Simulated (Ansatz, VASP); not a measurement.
One calculation of Ge2Sb2Te, two programs

```
Ge Sb Te
1.0
     4.58810    0.00000    0.00000
    -2.29405    3.97341    0.00000
     0.00000    0.00000    8.08820
Ge Sb Te
2 2 1
Cartesian
  0.0000 2.6489 4.0441
  2.2941 1.3245 4.0441
  0.0000 2.6489 0.0000
  2.2941 1.3245 0.0000
  0.0000 0.0000 4.0441
```

Alike in both runs: task single point; functional PBE; k mesh 6 × 6 × 2; occupations gaussian, width 0.1 eV; no spin polarisation.

|  | VASP | Ansatz |
| --- | --- | --- |
| version | VASP 6.6.1 | Ansatz 0.2.0 |
| potentials or method | VASP PAW PBE potentials, release 64 (Ge_d, Sb, Te), cutoff 520 eV | scalar-relativistic, plane waves, PAW |
| valence electrons in the cell | 44 | 74 |

|  | VASP | Ansatz | Ansatz less VASP |
| --- | --- | --- | --- |
| gap on the k mesh at the Fermi level (eV) | none | none | - |
| pressure (GPa) | 17.1 | 16.9 | -0.16 |
| traceless stress, the component that is largest in VASP (GPa) | -20.20 | -20.04 | +0.158 |

A gap of «none» marks a metal or a gap that the smearing closes. VASP's potentials hold 44 valence electrons a cell and Ansatz's 74, so a difference there can come from the potentials and not from the codes.

The k mesh is coarse, so the values compare programs but aren't converged. Neither program's run includes spin-orbit coupling.
